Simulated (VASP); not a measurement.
Input of a VASP 6.6.1 run:

INCAR

```
  PREC = Accurate
  ENCUT = 500
  EDIFF = 1E-6
  ISMEAR = 0
  SIGMA = 0.02
  LREAL = False
  LASPH = True
  NELM = 120
  ALGO = Normal
  ISIF = 2
  LWAVE = False
  LCHARG = True
  GGA = PS
  LELF = True
  LVHAR = True
  NBANDS = 16
  GGA_COMPAT = False
```

The input KPOINTS:

```
Automatic mesh
0
Gamma
  8 8 8
```

Contents of POSCAR:

```
CdS
1.0
    0.0000000000      2.9125650550      2.9125650550
    2.9125650550      0.0000000000      2.9125650550
    2.9125650550      2.9125650550      0.0000000000
Cd S
1 1
Direct
    0.0000000000      0.0000000000      0.0000000000
    0.2500000000      0.2500000000      0.2500000000
```

Potentials or basis: VASP PAW PBE potentials, release 64 (Cd, S).

The run is started by

```console
$ cat potpaw_PBE.64/Cd/POTCAR potpaw_PBE.64/S/POTCAR > POTCAR
$ mpirun -np 1 vasp_std > vasp.out
```

Question: What does it give for the band gap on the k mesh?

Answer: 1.02 eV, direct.

Question: Predict the pressure.

Answer: 0.4 GPa.

Caveat: the PAW data sets were made with another functional, which shifts forces and pressure a little. Expect the measured gap to be larger: semilocal functionals such as PBEsol lack the derivative discontinuity.
